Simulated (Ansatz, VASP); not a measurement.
# CuI3 in VASP and in Ansatz

```
Cu I
1.0
     5.36295    0.00000    0.00000
     0.00000    5.36295    0.00000
     0.00000    0.00000    5.36295
Cu I
1 3
Cartesian
  0.0000 0.0000 0.0000
  2.6815 0.0000 0.0000
  0.0000 0.0000 2.6815
  0.0000 2.6815 0.0000
```

Alike in both runs: task single point; functional PBE; k mesh 6 × 6 × 6; occupations gaussian, width 0.05 eV; collinear spin; Hubbard terms Cu d U = 4.0 eV.

|  | VASP | Ansatz |
| --- | --- | --- |
| version | VASP 6.6.1 | Ansatz 0.2.0 |
| potentials or method | VASP PAW PBE potentials, release 64 (Cu, I), cutoff 520 eV | scalar-relativistic, plane waves, PAW |
| valence electrons in the cell | 32 | 70 |

|  | VASP | Ansatz | Ansatz less VASP |
| --- | --- | --- | --- |
| pressure (GPa) | 1.3 | 1.6 | +0.27 |

The programs project onto different local orbitals, so the same U acts differently, and such runs can settle in different states. VASP's potentials hold 32 valence electrons a cell and Ansatz's 70, so a difference there can come from the potentials and not from the codes. Ansatz's warnings: filled band counts differ across k points, seeded moment not kept.

Spin-orbit coupling is off throughout.
